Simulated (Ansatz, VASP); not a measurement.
Given: the input of a run of Ansatz 0.2.0 on Tl.

input.yaml

```yaml
crystal:
  lattice:
    - [0.0, 2.5304305108, 2.5304305108]
    - [2.5304305108, 0.0, 2.5304305108]
    - [2.5304305108, 2.5304305108, 0.0]
  atoms:
    - { symbol: Tl, position: [0.0, 0.0, 0.0] }
kpoints:
  mp_grid: { grid: [9, 9, 9] }
scf:
  occupations: { method: fermi_dirac, width: 0.15 }
hamiltonian:
  xc: { exchange: pbe, correlation: none }
  pseudopotentials: { kind: all_electron, lapw: { basis_error: 0.001 } }
output:
  forces: true
  stress: true
relax:
  f_tol: 0.005
  max_steps: 60
  cell: {}
```

Potentials or basis: all-electron LAPW, scalar-relativistic.

The run is started by

```console
$ ansatz run input.yaml --threads 1 --pin off --max-ram 2560MiB --backend cpu --events-out ev --progress --plain --runs-dir out
```

**Question.** Translate it to VASP 6.6.1. Potentials there: VASP PAW PBE potentials, release 64 (Tl_d).

**Answer.** As run (the cutoff follows the program's own potentials):

INCAR

```
PREC     = Accurate       # precision mode
ENCUT    = 600            # plane-wave cutoff, eV
EDIFF    = 1E-6           # SCF threshold, eV
ISMEAR   = -1             # smearing method
SIGMA    = 0.15           # smearing width, eV
LREAL    = False          # projectors in reciprocal space
LASPH    = True           # aspherical terms in the spheres
NELM     = 80             # most SCF steps
ALGO     = Normal         # electronic algorithm
ISIF     = 3              # what is computed and relaxed
LWAVE    = False          # write WAVECAR
LCHARG   = False          # write CHGCAR
GGA      = PE             # functional
ALDAC    = 0.0          
AGGAC    = 0.0          
IBRION   = 2              # ionic algorithm
NSW      = 80             # ionic steps
EDIFFG   = -0.005         # ionic threshold
```

File KPOINTS:

```
regular mesh
0
Gamma
  9 9 9
```

POSCAR

```
Tl
1.0
    0.0000000000      2.5304305108      2.5304305108
    2.5304305108      0.0000000000      2.5304305108
    2.5304305108      2.5304305108      0.0000000000
Tl
1
Direct
    0.0000000000      0.0000000000      0.0000000000
```

Potentials or basis: VASP PAW PBE potentials, release 64 (Tl_d).

The run is started by

```sh
$ cat potpaw_PBE.64/Tl_d/POTCAR > POTCAR
$ mpirun -np 1 vasp_std > vasp.out
```

Both were run:

|  | VASP | Ansatz | Ansatz less VASP |
| --- | --- | --- | --- |
| relaxed volume (Å³/atom) | 45.97 | 45.96 | -0.014 |
| relaxed cell length with the largest relative difference (Å) | 4.021 | 4.021 | -0.0004 |

VASP's potentials were made for PBE, not for PBE exchange alone. Ansatz ran all-electron here, and VASP with PAW potentials.

Spin-orbit coupling is off throughout. Noted on VASP's run: the volume moved by over 15 % at a fixed basis, so the end points are rough.
